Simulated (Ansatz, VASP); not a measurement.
# Two plane-wave programs on HfC

Contents of INCAR:

```
SYSTEM = HfC
PREC     = Accurate       ! precision mode
ENCUT    = 520            ! plane-wave cutoff, eV
EDIFF    = 1E-8           ! SCF threshold, eV
ISMEAR   = -1             ! smearing method
SIGMA    = 0.05           ! smearing width, eV
LREAL    = .False.        ! projectors in reciprocal space
LASPH    = .True.         ! aspherical terms in the spheres
NELM     = 100            ! most SCF steps
ALGO     = Normal         ! electronic algorithm
ISIF     = 2              ! what is computed and relaxed
LWAVE    = .False.        ! write WAVECAR
LCHARG   = .False.        ! write CHGCAR
GGA      = CA             ! functional
LEFG     = .True.       
NBANDS   = 14             ! bands
```

File KPOINTS:

```
regular mesh
0
Gamma
  12 12 12
  0 0 0
```

File POSCAR:

```
HfC
1.0
    0.0000000000      2.3250000000      2.3250000000
    2.3250000000      0.0000000000      2.3250000000
    2.3250000000      2.3250000000      0.0000000000
Hf C
1 1
Direct
    0.5000000000      0.5000000000      0.5000000000
    0.0000000000      0.0000000000      0.0000000000
```

Input for Ansatz:

```yaml
crystal:
  lattice:
    - [0.0, 2.325, 2.325]
    - [2.325, 0.0, 2.325]
    - [2.325, 2.325, 0.0]
  atoms:
    - { symbol: Hf, position: [0.5, 0.5, 0.5] }
    - { symbol: C, position: [0.0, 0.0, 0.0] }
kpoints:
  mp_grid: { grid: [12, 12, 12] }
  band_path:
    path:
      - [0.0, 0.0, 0.0]
      - [0.5, 0.0, 0.5]
      - [0.625, 0.25, 0.625]
      - [0.375, 0.375, 0.75]
      - [0.0, 0.0, 0.0]
      - [0.5, 0.5, 0.5]
      - [0.5, 0.25, 0.75]
      - [0.5, 0.0, 0.5]
    npoints: 5
scf:
  occupations: { method: fermi_dirac, width: 0.05 }
hamiltonian:
  xc: lda
  pseudopotentials: { kind: paw }
output:
  forces: true
  stress: true
  eigenvalues: true
  efg: { contact_densities: true }
```

Alike in both runs: task electric field gradients; functional LDA; k mesh 12 × 12 × 12; occupations fermi-dirac, width 0.05 eV; no spin polarisation.

|  | VASP | Ansatz |
| --- | --- | --- |
| version | VASP 6.6.1 | Ansatz 0.2.0 |
| potentials or method | VASP PAW LDA potentials, release 64 (Hf_pv, C) | PAW with Ansatz's default frozen-core files, scalar-relativistic |
| plane-wave cutoff (eV) | 520 | 420 |
| valence electrons in the cell | 14 | 30 |

```csv
,VASP,Ansatz,Ansatz less VASP
pressure (GPa),-11.5,-11.9,-0.31
```

LDA's correlation is that of Perdew and Zunger in VASP and of Perdew and Wang (1992) in Ansatz. VASP's potentials hold 14 valence electrons a cell and Ansatz's 30, so a difference there can come from the potentials and not from the codes.

Spin-orbit coupling is off throughout.
